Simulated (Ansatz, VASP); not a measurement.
## SrAlO: VASP beside Ansatz

```xyz
6
Lattice="3.5938 0.0000 0.0000 0.0000 3.5938 0.0000 0.0000 0.0000 10.3334" Properties=species:S:1:pos:R:3 pbc="T T T"
Sr    1.7969    0.0000    6.9099
Sr    0.0000    1.7969    3.4235
Al    1.7969    0.0000    0.8264
Al    0.0000    1.7969    9.5070
O     1.7969    1.7969    0.0000
O     0.0000    0.0000    0.0000
```

Change from the starting cell: species swapped into the ZrSeO type (P4/nmm, No. 129).

Alike in both runs: functional PBE; k mesh 10 × 10 × 4; occupations gaussian, width 0.1 eV; no spin polarisation.

Ansatz relaxed the structure, and its values are those at the end. VASP's run is a single point on that final structure, the one shown.

|  | VASP | Ansatz |
| --- | --- | --- |
| version | VASP 6.6.1 | Ansatz 0.2.0 |
| potentials or method | VASP PAW PBE potentials, release 64 (Sr_sv, Al, O), cutoff 520 eV | scalar-relativistic, plane waves, PAW |
| valence electrons in the cell | 38 | 38 |

```tsv
	VASP	Ansatz	Ansatz less VASP
gap on the k mesh at the Fermi level (eV)	none	none	-
pressure (GPa)	0.0	0.0	+0.01
```

A gap of «none» marks a metal or a gap that the smearing closes. The functional is the same, so the differences come from potentials, cutoffs and numerics.
